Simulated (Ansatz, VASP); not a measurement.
**One calculation of MgCdO, two programs**

```
CELL_PARAMETERS angstrom
3.77915 0.00000 0.00000
-1.88957 3.27284 0.00000
0.00000 0.00000 3.70049
ATOMIC_POSITIONS crystal
Mg 0.00000 0.00000 0.50000
Cd 0.33333 0.66667 0.00000
O 0.66667 0.33333 0.00000
```

Change from the starting cell: species swapped into the TbNiAs type (P-6m2, No. 187).

Alike in both runs: task relaxation of cell and atoms; functional PBE; k mesh 6 × 6 × 6; occupations gaussian, width 0.1 eV; no spin polarisation.

|  | VASP | Ansatz |
| --- | --- | --- |
| version | VASP 6.6.1 | Ansatz 0.2.0 |
| potentials or method | VASP PAW PBE potentials, release 64 (Mg_sv, Cd_sv_GW, O), cutoff 750 eV | scalar-relativistic, plane waves, PAW |
| valence electrons in the cell | 36 | 36 |

|  | VASP | Ansatz | Ansatz less VASP |
| --- | --- | --- | --- |
| gap on the k mesh at the Fermi level, each at its own relaxed structure (eV) | none | none | - |
| relaxed volume (Å³/atom) | 16.91 | 17.22 | +0.309 |
| relaxed cell length with the largest relative difference (Å) | 3.779 | 3.896 | +0.1175 |

A gap of «none» marks a metal or a gap that the smearing closes.
